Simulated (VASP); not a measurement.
TiN:

```
CELL_PARAMETERS angstrom
0.00000 2.11900 2.11900
2.11900 0.00000 2.11900
2.11900 2.11900 0.00000
ATOMIC_POSITIONS crystal
Ti 0.00000 0.00000 0.00000
N 0.50000 0.50000 0.50000
```

```yaml
Program: VASP 6.6.1
Task: relaxation of cell and atoms
Functional: PBEsol
Potentials_or_basis: VASP PAW PBE potentials, release 64 (Ti_sv, N)
Cutoff: 520 eV
k_mesh: 12 × 12 × 12
Occupations: gaussian, width 0.02 eV
Spin: no spin polarisation
```

At the start: pressure -6.4 GPa; volume 9.51 Å³/atom.

Task: Where does the relaxation end?

Result: Over 6 steps the energy falls by 4.4 meV/atom and the volume is 9.30 Å³/atom (-2.2 %); space group Fm-3m (No. 225, to 0.1 Å) before and after.

Step by step:
```
step  energy change (eV)  largest force (eV/Å)  pressure (GPa)  volume (Å³)
   1              0.0000                0.0000           -6.44        19.03
   2              0.0110                0.0000           10.67        17.99
   3             -0.0087                0.0000           -0.06        18.61
   4             -0.0087                0.0000            0.07        18.60
   5             -0.0087                0.0000           -0.08        18.61
   6             -0.0087                0.0000           -0.02        18.60
```

Final structure:
```yaml
crystal:
  lattice:
    - [0.00000, 2.10310, 2.10310]
    - [2.10310, 0.00000, 2.10310]
    - [2.10310, 2.10310, 0.00000]
  atoms:
    - { symbol: Ti, position: [0.00000, 0.00000, 0.00000] }
    - { symbol: N, position: [0.50000, 0.50000, 0.50000] }
```

Caveat: the PAW data sets were made with another functional, which shifts forces and pressure a little.
